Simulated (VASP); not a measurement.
A run of VASP 6.6.1:

The input POSCAR:

```
CdF2
1.0
    0.0000000000      2.6689507978      2.6689507978
    2.6689507978      0.0000000000      2.6689507978
    2.6689507978      2.6689507978      0.0000000000
Cd F
1 2
Direct
    0.0000000000      0.0000000000      0.0000000000
    0.2500000000      0.2500000000      0.2500000000
    0.7500000000      0.7500000000      0.7500000000
```

The input INCAR.step1:

```
ALGO = Normal
EDIFF = 1E-4
ENCUT = 600
GGA = PE
ISMEAR = 0
LASPH = True
LCHARG = False
LREAL = False
LWAVE = True
NELM = 60
PREC = Accurate
SIGMA = 0.02
```

INCAR.step2

```
ALGO = Normal
EDIFF = 1E-7
EDIFFG = -0.008
ENCUT = 600
IBRION = 2
ISIF = 3
ISMEAR = 0
ISTART = 1
LASPH = True
LCHARG = False
LMIXTAU = True
LREAL = False
LWAVE = False
METAGGA = R2SCAN
NELM = 60
NSW = 70
PREC = Accurate
PSTRESS = 30.0
SIGMA = 0.02
```

The input KPOINTS:

```
k-points
0
Gamma
  8 8 8
```

Potentials or basis: VASP PAW PBE potentials, release 64 (Cd, F).

The run is started by

```sh
$ cat potpaw_PBE.64/Cd/POTCAR potpaw_PBE.64/F/POTCAR > POTCAR
$ cp INCAR.step1 INCAR
$ mpirun -np 1 vasp_std > vasp.out
$ cp INCAR.step2 INCAR
$ mpirun -np 1 vasp_std > vasp.out
```

Hardware: 1 thread of Intel(R) Xeon(R) 6975P-C (Granite Rapids) (shared host).

Estimate the wall time of this run.

Run time: 2 min on 1 thread of Intel(R) Xeon(R) 6975P-C (Granite Rapids), with other jobs on the host, peak memory 0.19 GiB. Counts: k points 29, ion steps 3.
